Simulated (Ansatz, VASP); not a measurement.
## One calculation of HfO2, two programs

```
Hf O
1.0
     3.39178    0.00000    0.00000
     0.00000    3.39178    0.00000
     0.00000    0.00000    5.94430
Hf O
2 4
Direct
  0.50000 0.50000 0.50000
  0.00000 0.00000 0.00000
  0.00000 0.50000 0.69325
  0.50000 0.00000 0.80675
  0.50000 0.00000 0.30675
  0.00000 0.50000 0.19325
```

Alike in both runs: task single point; functional PBE; k mesh 8 × 8 × 6; occupations gaussian, width 0.05 eV; no spin polarisation.

```csv
,VASP,Ansatz
version,VASP 6.6.1,Ansatz 0.2.0
potentials or method,"VASP PAW PBE potentials, release 64 (Hf_pv, O), cutoff 520 eV","scalar-relativistic, plane waves, PAW"
valence electrons in the cell,44,76
```

|  | VASP | Ansatz | Ansatz less VASP |
| --- | --- | --- | --- |
| gap on the k mesh at the Fermi level (eV) | 3.86 | 3.91 | +0.044 |
| least direct gap on the mesh (eV) | 3.87 | 3.92 | +0.044 |
| pressure (GPa) | 1.8 | 4.6 | +2.82 |
| traceless stress, the component that is largest in VASP (GPa) | -34.94 | -34.37 | +0.574 |
| rms of the force components (eV/Å) | 0.603 | 0.570 | -0.0333 |

Atom by atom the forces differ by 0.033 eV/Å (rms over components). The functional is the same, so the differences come from potentials, cutoffs and numerics. VASP's potentials hold 44 valence electrons a cell and Ansatz's 76, so a difference there can come from the potentials and not from the codes.

Neither program's run includes spin-orbit coupling.
